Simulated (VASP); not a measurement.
Input of a VASP 6.6.1 run:

Contents of INCAR:

```
SYSTEM = GaGe3
ALGO     = Normal         ! electronic algorithm
EDIFF    = 1E-6           ! SCF threshold, eV
ENCUT    = 520            ! plane-wave cutoff, eV
GGA      = PS             ! functional
ISIF     = 2              ! what is computed and relaxed
ISMEAR   = -1             ! smearing method
LASPH    = .True.         ! aspherical terms in the spheres
LCHARG   = .False.        ! write CHGCAR
LREAL    = .False.        ! projectors in reciprocal space
LWAVE    = .False.        ! write WAVECAR
NBANDS   = 36             ! bands
NELM     = 60             ! most SCF steps
PREC     = Accurate       ! precision mode
SIGMA    = 0.05           ! smearing width, eV
```

File KPOINTS:

```
k-points
0
Gamma
  7 7 7
  0 0 0
```

The input POSCAR:

```
GaGe3
1.0
    0.0000000000      3.4317400984      3.4317400984
    3.4317400984      0.0000000000      3.4317400984
    3.4317400984      3.4317400984      0.0000000000
Ge Ga
3 1
Direct
    0.5000000000      0.5000000000      0.5000000000
    0.7500000000      0.7500000000      0.7500000000
    0.2500000000      0.2500000000      0.2500000000
    0.0000000000      0.0000000000      0.0000000000
```

Potentials or basis: VASP PAW PBE potentials, release 64 (Ge_d, Ga_d).

The run is started by

```bash
$ cat potpaw_PBE.64/Ge_d/POTCAR potpaw_PBE.64/Ga_d/POTCAR > POTCAR
$ mpirun -np 1 vasp_std > vasp.out
```

Question: Estimate the pressure.

Answer: -5.8 GPa.

Caveat: the PAW data sets were made with another functional, which shifts forces and pressure a little.
